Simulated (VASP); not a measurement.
# Si4F in VASP: single point with PBE+D3(BJ)

Aim: the single point of Si4F with PBE+D3(BJ).

Everything below comes from runs of VASP 6.6.1. Logs are shortened: lines on timing, memory, paths and dates and some standing lists are left out, and cuts for length are marked.

### Step 1. The cell of the first run

The cell holds a slab with vacuum, 5 atoms: a = 3.833 Å, b = 3.833 Å, c = 20.908 Å, α = 90.00°, β = 90.00°, γ = 120.00°.

### Step 2. Single point, PBE+D3(BJ), collinear spin

INCAR reads:

```
SYSTEM = Si4F
  PREC = Accurate
  ENCUT = 520
  EDIFF = 1E-6
  ISMEAR = 0
  SIGMA = 0.05
  LREAL = .FALSE.
  LASPH = .TRUE.
  NELM = 150
  ALGO = Normal
  ISIF = 2
  LWAVE = .FALSE.
  LCHARG = .FALSE.
  ISPIN = 2
  MAGMOM = 0 0 0 0 1
  LORBIT = 11
  LDIPOL = .TRUE.
  IDIPOL = 3
  DIPOL = 0.5 0.5 0.326
  GGA = PE
  IVDW = 12
  NBANDS = 24
```

KPOINTS reads:

```
regular mesh
0
G
  9 9 1
  0 0 0
```

POSCAR reads:

```
Si4F
1.0
    3.8333442603      0.0000000000      0.0000000000
   -1.9166721302      3.3197735109      0.0000000000
    0.0000000000      0.0000000000     20.9083834853
Si F
4 1
Direct
    0.3333333333      0.6666666667      0.1913108205
    0.0000000000      0.0000000000      0.2287349533
    0.0000000000      0.0000000000      0.3468742271
    0.6666666667      0.3333333333      0.3782398334
    1.0000000000      0.5000000000      0.4834607846
```

Potentials or basis: VASP PAW PBE potentials, release 64 (Si, F).

Started as:

```bash
cat potpaw_PBE.64/Si/POTCAR potpaw_PBE.64/F/POTCAR > POTCAR
mpirun -np 1 vasp_std > vasp.out
```

OUTCAR:

```text
SYSTEM = Si4F
   PREC = Accurate
   ENCUT = 520
   EDIFF = 1E-6
   ISMEAR = 0
   LREAL = .FALSE.
   LASPH = .TRUE.
   NELM = 150
   ISIF = 2
   ISPIN = 2
   LORBIT = 11
   GGA = PE
   IVDW = 12
 IVDW          = 12

 ion  position               nearest neighbor table
   1  0.333  0.667  0.191-   2 2.35   2 2.35   2 2.35
   2  0.000  0.000  0.229-   1 2.35   1 2.35   1 2.35   3 2.47
   3  0.000  0.000  0.347-   4 2.31   4 2.31   4 2.31   2 2.47
   4  0.667  0.333  0.378-   3 2.31   3 2.31   3 2.31   5 2.46
   5  0.000  0.500  0.483-   4 2.46

  LATTYP: Found a hexagonal cell.
 ALAT       =     3.8333442603
 C/A-ratio  =     5.4543453615

  Lattice vectors:

 A1 = (   3.8333442603,   0.0000000000,   0.0000000000)
 A2 = (  -1.9166721302,   3.3197735109,   0.0000000000)
 A3 = (   0.0000000000,   0.0000000000,  20.9083834853)

Analysis of symmetry for initial positions (statically):
=====================================================================
 Subroutine PRICEL returns:
 Original cell was already a primitive cell.

 Routine SETGRP: Setting up the symmetry group for a
 hexagonal supercell.

 Subroutine GETGRP returns: Found  2 space group operations
 (whereof  2 operations were pure point group operations)
 out of a pool of 24 trial point group operations.

The static configuration has the point symmetry C_1h.

Analysis of symmetry for dynamics (positions and initial velocities):
=====================================================================
 Subroutine PRICEL returns:
 Original cell was already a primitive cell.

 Routine SETGRP: Setting up the symmetry group for a
 hexagonal supercell.

 Subroutine GETGRP returns: Found  2 space group operations
 (whereof  2 operations were pure point group operations)
 out of a pool of 24 trial point group operations.

The dynamic configuration has the point symmetry C_1h.

Analysis of structural, dynamic, and magnetic symmetry:
=====================================================================
 Subroutine PRICEL returns:
 Original cell was already a primitive cell.

 Routine SETGRP: Setting up the symmetry group for a
 hexagonal supercell.

 Subroutine GETGRP returns: Found  2 space group operations
 (whereof  2 operations were pure point group operations)
 out of a pool of 24 trial point group operations.

The overall configuration has the point symmetry C_1h.

 Subroutine INISYM returns: Found  2 space group operations
 (whereof  2 operations are pure point group operations),
 and found     1 'primitive' translations

----------------------------------------------------------------------------------------

                                     Primitive cell

  volume of cell :     266.0766

  direct lattice vectors                    reciprocal lattice vectors
     3.833344260  0.000000000  0.000000000     0.260868822  0.150612684  0.000000000
    -1.916672130  3.319773511  0.000000000     0.000000000  0.301225369  0.000000000
     0.000000000  0.000000000 20.908383485     0.000000000  0.000000000  0.047827705

  length of vectors
     3.833344260  3.833344260 20.908383485     0.301225369  0.301225369  0.047827705

  position of ions in fractional coordinates (direct lattice)
     0.333333333  0.666666667  0.191310821
     0.000000000  0.000000000  0.228734953
     0.000000000  0.000000000  0.346874227
     0.666666667  0.333333333  0.378239833
     1.000000000  0.500000000  0.483460785

  ion indices of the primitive-cell ions
   primitive index   ion index
                 1           1
                 2           2
                 3           3
                 4           4
                 5           5

----------------------------------------------------------------------------------------

 KPOINTS: regular mesh

Automatic generation of k-mesh.
 Grid dimensions read from file:
 generate k-points for:    9    9    1

 Generating k-lattice:

  Cartesian coordinates                     Fractional coordinates (reciprocal lattice)
     0.028985425  0.016734743  0.000000000     0.111111111  0.000000000  0.000000000
     0.000000000  0.033469485  0.000000000     0.000000000  0.111111111  0.000000000
     0.000000000  0.000000000  0.047827705     0.000000000  0.000000000  1.000000000

  Length of vectors
     0.033469485  0.033469485  0.047827705

  Shift w.r.t. Gamma in fractional coordinates (k-lattice)
     0.000000000  0.000000000  0.000000000

 Subroutine IBZKPT returns following result:
 ===========================================

 Found     25 irreducible k-points:

 Following reciprocal coordinates:
            Coordinates               Weight
  0.000000  0.000000  0.000000      1.000000
  0.111111  0.000000  0.000000      2.000000
  0.000000  0.111111  0.000000      4.000000
  0.222222  0.000000  0.000000      2.000000
  0.000000  0.222222  0.000000      4.000000
  0.333333  0.000000  0.000000      2.000000
[... 16 lines left out ...]
 -0.222222 -0.444444  0.000000      4.000000
  0.444444  0.333333  0.000000      4.000000
   k-points           NKPTS =     25   k-points in BZ     NKDIM =     25   number of bands    NBANDS=     24
   number of dos      NEDOS =    301   number of ions     NIONS =      5
   total plane-waves  NPLWV = 144000
   dimension x,y,z NGX =    30 NGY =   30 NGZ =  160
   dimension x,y,z NGXF=    60 NGYF=   60 NGZF=  320
   ions per type =               4   1
   NGX,Y,Z   is equivalent  to a cutoff of  13.01, 13.01, 12.72 a.u.
   NGXF,Y,Z  is equivalent  to a cutoff of  26.02, 26.02, 25.44 a.u.
 SYSTEM =  Si4F
   PREC   = accura    normal or accurate (medium, high low for compatibility)
   ISTART =      0    job   : 0-new  1-cont  2-samecut
   ICHARG =      2    charge: 1-file 2-atom 10-const
   ISPIN  =      2    spin polarized calculation?
   LNONCOLLINEAR =      F non collinear calculations
   LSORBIT =      F    spin-orbit coupling
   LASPH  =      T    aspherical Exc in radial PAW
   ENCUT  =  520.0 eV  38.22 Ry    6.18 a.u.   7.13  7.13 38.88*2*pi/ulx,y,z
   NELM   =    150;   NELMIN=  2; NELMDL= -5     # of ELM steps
   EDIFF  = 0.1E-05   stopping-criterion for ELM
   LREAL  =      F    real-space projection
[... 7 lines left out ...]
   TEBEG  =    0.0;   TEEND  =   0.0 temperature during run
   PSTRESS=    0.0 pullay stress
   NELECT =      23.0000    total number of electrons
   NUPDOWN=      -1.0000    fix difference up-down
   EMIN   =  10.00;   EMAX   =-10.00  energy-range for DOS
   EFERMI =   0.00;   METHOD = LEGACY
   ISMEAR =     0;   SIGMA  =   0.05  broadening in eV -4-tet -1-fermi 0-gaus
   EFERMI_NEDOS =   21; number of points for ismear=-14 and -15
   IALGO  =     38    algorithm
   IMIX   =      4    mixing-type and parameters
     AMIX     =   0.40;   BMIX     =  1.00
     AMIX_MAG =   1.60;   BMIX_MAG =  1.00
  volume/ion in A,a.u.               =      53.22       359.11
  Fermi-wavevector in a.u.,A,eV,Ry     =   0.723850  1.367878  7.128891  0.523959
  Thomas-Fermi vector in A             =   1.814171
   LORBIT       =     11    0 simple, 1 ext, 2 COOP (PROOUT), +10 PAW based schemes
   GGA     = PE    functional components
   LHFCALC =     F    Hartree Fock is set to
   AEXX    =    0.0000 exact exchange contribution
   IVDW    =    12    specifies the selected vdW correction
   LEPSILON=     F    determine dielectric tensor
   LRPA    =     F    only Hartree local field effects (RPA)
 spin polarized calculation
 Gauss-broadening in eV      SIGMA  =   0.05
  energy-cutoff  :      520.00
  volume of cell :      266.08
 maximum number of plane-waves:      7215
 NGX is ok and might be reduce to    30
   NGX = 15   NGY = 15   NGZ = 77

 dipolmoment           0.000000      0.000000     -0.000007 electrons x Angstroem

 number of electron      22.9999998 magnetization       0.9999311

 dipolmoment           0.000000      0.000000      0.372966 electrons x Angstroem

 Free energy of the ion-electron system (eV)
  ---------------------------------------------------
  ext. energy  EPLUGINS =         0.00000000
  ---------------------------------------------------
  free energy    TOTEN  =       -22.71988918 eV

  energy without entropy =      -22.71962488  energy(sigma->0) =      -22.71975703

 E-fermi :  -3.3494     XC(G=0):  -3.9473

 val. band max:       -3.3848597485   @ k =   0.0000   0.0000   0.0000
 cond. band min:      -3.2850625020   @ k =   0.0000   0.4444   0.0000
 fundamental gap:      0.0997972464
 Fermi energy:        -3.3494422395

 spin component 1

 k-point     1 :       0.0000    0.0000    0.0000
  band No.  band energies     occupation
      1     -22.9056      1.00000
      2     -14.7096      1.00000
      3     -13.5690      1.00000
      4      -8.4153      1.00000
      5      -5.5264      1.00000
      6      -4.3357      1.00000
[... 15 lines left out ...]
     22       4.4007      0.00000
     23       4.5244      0.00000

 k-point     2 :       0.1111    0.0000    0.0000
  band No.  band energies     occupation
      1     -22.9025      1.00000
      2     -14.5650      1.00000
      3     -13.4246      1.00000
      4      -8.3570      1.00000
      5      -5.5961      1.00000
      6      -5.2217      1.00000
[... 15 lines left out ...]
     22       3.4779      0.00000
     23       4.1080      0.00000
[... 544 lines left out ...]
     22       4.5375      0.00000
     23       5.0975      0.00000

 k-point    24 :       0.4444    0.3333    0.0000
  band No.  band energies     occupation
      1     -22.8791      1.00000
      2     -12.2920      1.00000
      3     -11.2391      1.00000
      4     -10.4278      1.00000
      5      -9.6504      1.00000
      6      -7.1404      1.00000
[... 15 lines left out ...]
     22       4.4785      0.00000
     23       5.1392      0.00000

 [... further k-points ...]

 spin component 2

 k-point     1 :       0.0000    0.0000    0.0000
  band No.  band energies     occupation
      1     -22.5781      1.00000
      2     -14.5730      1.00000
      3     -13.4187      1.00000
      4      -8.0941      1.00000
      5      -5.0699      1.00000
      6      -4.2214      1.00000
[... 15 lines left out ...]
     22       4.6650      0.00000
     23       4.7412      0.00000

 k-point     2 :       0.1111    0.0000    0.0000
  band No.  band energies     occupation
      1     -22.5749      1.00000
      2     -14.4284      1.00000
      3     -13.2736      1.00000
      4      -8.0384      1.00000
      5      -5.3203      1.00000
      6      -4.9308      1.00000
[... 15 lines left out ...]
     22       3.8274      0.00000
     23       4.3621      0.00000
[... 544 lines left out ...]
     22       4.8882      0.00000
     23       5.3812      0.00000

 k-point    24 :       0.4444    0.3333    0.0000
  band No.  band energies     occupation
      1     -22.5501      1.00000
      2     -12.1608      1.00000
      3     -11.0714      1.00000
      4     -10.2376      1.00000
      5      -9.5093      1.00000
      6      -7.0531      1.00000
[... 15 lines left out ...]
     22       4.8402      0.00000
     23       5.3952      0.00000

 [... further k-points ...]

 [bands above 23 left out]

------------------------ aborting loop because EDIFF is reached ----------------------------------------

 vacuum level on the upper side and lower side of the slab       (xc-potential included)         2.586        -2.584

 Edisp (eV)   -1.07026

 E8    (eV) :    -0.4557

  FORCE on cell =-STRESS in cart. coord.  units (eV):
  Direction    XX          YY          ZZ          XY          YZ          ZX
  --------------------------------------------------------------------------------------
  -------------------------------------------------------------------------------------
  Total      -0.40231     0.33020    -8.13978    -0.63437    -1.30552    -2.26123
  in kB      -2.42250     1.98829   -49.01359    -3.81985    -7.86120   -13.61599
  external pressure =      -16.48 kB  Pullay stress =        0.00 kB

 VOLUME and BASIS-vectors are now :
 -----------------------------------------------------------------------------
  energy-cutoff  :      520.00
  volume of cell :      266.08
      direct lattice vectors                 reciprocal lattice vectors
     3.833344260  0.000000000  0.000000000     0.260868822  0.150612684  0.000000000
    -1.916672130  3.319773511  0.000000000     0.000000000  0.301225369  0.000000000
     0.000000000  0.000000000 20.908383485     0.000000000  0.000000000  0.047827705

 POSITION                                       TOTAL-FORCE (eV/Angst)
 -----------------------------------------------------------------------------------
     -0.00000      2.21318      4.00000         0.003599      0.002078      0.454292
      0.00000      0.00000      4.78248         0.051143      0.029527     -0.032666
      0.00000      0.00000      7.25258        -0.134748     -0.077797     -0.144123
      1.91667      1.10659      7.90838         1.069870      0.617690      2.702161
     -0.95834      1.65989     10.10838        -0.989864     -0.571498     -2.979664
 -----------------------------------------------------------------------------------
    total drift:                               -0.000062     -0.000036     -0.000474

  FREE ENERGIE OF THE ION-ELECTRON SYSTEM (eV)
  ---------------------------------------------------
  free  energy   TOTEN  =       -23.7901482272 eV

  energy  without entropy=      -23.7898839302  energy(sigma->0) =      -23.79001608

 vacuum level on the upper side and lower side of the slab         6.723         1.419

 total charge

# of ion       s       p       d       tot
------------------------------------------
    1        0.792   0.857   0.000   1.649
    2        0.760   0.902   0.000   1.662
    3        0.764   0.927   0.000   1.691
    4        0.776   0.805   0.000   1.581
    5        1.750   4.143   0.000   5.893
--------------------------------------------------
tot          4.843   7.634   0.000  12.477

 magnetization (x)

# of ion       s       p       d       tot
------------------------------------------
    1        0.034   0.175   0.000   0.210
    2        0.002   0.009   0.000   0.012
    3        0.007   0.044   0.000   0.050
    4        0.007   0.003   0.000   0.010
    5        0.001   0.165   0.000   0.165
--------------------------------------------------
tot          0.050   0.396   0.000   0.446
```

Wall time 22 min (1 thread of Intel Xeon 8259CL, shared host); peak memory 0.62 GiB.

What came out:

```
Free energy                                           : -23.7901 eV
Largest force                                         : 3.191 eV/Å
Band gap on the k mesh                                : 0.10 eV (least direct gap 0.14 eV)
Net moment                                            : 1.00 μB per cell
Site moments                                          : Si +0.21, +0.01, +0.05 (each value once); F +0.17 μB
Valence electrons inside the program's atomic spheres : Si 1.65, 1.66, 1.69, 1.58; F 5.89
Dispersion energy per atom                            : -0.214 eV
```

Forces on the atoms (eV/Å):
```
Si   0.004  0.002  0.454
Si   0.051  0.030 -0.033
Si  -0.135 -0.078 -0.144
Si   1.070  0.618  2.702
F   -0.990 -0.571 -2.980
```

Levels at points of the mesh, in eV from the valence-band top:
Spin up:
```
           k point  band 10  band 11  band 12  band 13  band 14  band 15
(0.00, 0.00, 0.00)    -0.45    -0.22    -0.15     1.70     2.69     3.01
```
Spin down:
```
           k point  band 8  band 9  band 10  band 11  band 12  band 13  band 14  band 15
(0.00, 0.00, 0.00)   -0.35   -0.27    -0.18     0.00     0.14     1.89     3.10     3.18
```
